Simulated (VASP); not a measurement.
Crystal: AgBr.

```xyz
2
Lattice="0.0000 2.8892 2.8892 2.8892 0.0000 2.8892 2.8892 2.8892 0.0000" Properties=species:S:1:pos:R:3 pbc="T T T"
Ag    0.0000    0.0000    0.0000
Br    2.8892    2.8892    2.8892
```

This cell differs from its parent crystal: volume scaled by 1.02.

Base run:

```yaml
Program: VASP 6.6.1
Functional: PBE
Potentials_or_basis: VASP PAW PBE potentials, release 64 (Ag, Br)
Cutoff: 500 eV
k_mesh: 8 × 8 × 8
Occupations: fermi-dirac, width 0.05 eV
Spin: no spin polarisation
```

Its results: band gap on the k mesh 0.68 eV, indirect (least direct gap 2.54 eV); pressure 1.3 GPa.

Task: After a change of settings the same cell gave: band gap on the k mesh 0.85 eV, indirect (least direct gap 2.71 eV); pressure -1.1 GPa. Which change was it?
A. functional from PBE to BLYP
B. functional from PBE to RPBE; dispersion from none to D4
C. dispersion from none to D3(BJ)
D. functional from PBE to PBEsol

Result: B.

Caveats: the PAW data sets were made with another functional, which shifts forces and pressure a little (some runs).
